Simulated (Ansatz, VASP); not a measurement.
**Cl in VASP and in Ansatz**

INCAR

```
PREC     = Accurate       # precision mode
ENCUT    = 600            # plane-wave cutoff, eV
EDIFF    = 1E-6           # SCF threshold, eV
ISMEAR   = -1             # smearing method
SIGMA    = 0.05           # smearing width, eV
LREAL    = F              # projectors in reciprocal space
LASPH    = T              # aspherical terms in the spheres
NELM     = 100            # most SCF steps
ALGO     = Normal         # electronic algorithm
ISIF     = 3              # what is computed and relaxed
LWAVE    = F              # write WAVECAR
LCHARG   = F              # write CHGCAR
GGA      = RP             # functional
IVDW     = 12             # dispersion correction
IBRION   = 2              # ionic algorithm
NSW      = 60             # ionic steps
EDIFFG   = -0.01          # ionic threshold
```

Contents of KPOINTS:

```
regular mesh
0
Gamma
  7 7 4
```

The input POSCAR:

```
Cl
1.0
    3.1450000000     -2.2500000000      0.0000000000
    3.1450000000      2.2500000000      0.0000000000
    0.0000000000      0.0000000000      8.2100000000
Cl
4
Direct
    0.3700000000      0.6300000000      0.4000000000
    0.1300000000      0.8700000000      0.9000000000
    0.6300000000      0.3700000000      0.6000000000
    0.8700000000      0.1300000000      0.1000000000
```

Contents of input.yaml:

```yaml
crystal:
  lattice:
    - [3.145, -2.25, 0.0]
    - [3.145, 2.25, 0.0]
    - [0.0, 0.0, 8.21]
  atoms:
    - { symbol: Cl, position: [0.37, 0.63, 0.4] }
    - { symbol: Cl, position: [0.13, 0.87, 0.9] }
    - { symbol: Cl, position: [0.63, 0.37, 0.6] }
    - { symbol: Cl, position: [0.87, 0.13, 0.1] }
hamiltonian:
  xc: rpbe
  pseudopotentials: { kind: paw }
  dispersion: d3bj
kpoints:
  mp_grid: { grid: [7, 7, 4] }
scf:
  occupations: { method: fermi_dirac, width: 0.05 }
output:
  forces: true
  stress: true
relax:
  f_tol: 0.01
  max_steps: 40
  cell: { stress_tol: 0.05 }
```

Alike in both runs: task relaxation of cell and atoms; functional RPBE; dispersion D3(BJ); k mesh 7 × 7 × 4; occupations fermi-dirac, width 0.05 eV; no spin polarisation.

|  | VASP | Ansatz |
| --- | --- | --- |
| version | VASP 6.6.1 | Ansatz 0.2.0 |
| potentials or method | VASP PAW PBE potentials, release 64 (Cl) | Ansatz PAW |
| plane-wave cutoff (eV) | 600 | 420 |
| valence electrons in the cell | 28 | 28 |

VASP gave:

- relaxed volume (Å³/atom): 25.74
- relaxed length of the cell vector where the two differ most in proportion (Å): 7.991

Which values does Ansatz return?

Relaxed volume (Å³/atom): 25.50; relaxed length of the cell vector where the two differ most in proportion (Å): 7.959.

VASP's potentials were made for PBE, not for RPBE.

Noted on Ansatz's run: odd divisions of the mesh miss points on the zone boundary, where band edges often lie, so the gap on the mesh can be too wide; the plane-wave basis is chosen anew once the cell has moved, so the energies of steps on either side of that aren't comparable.
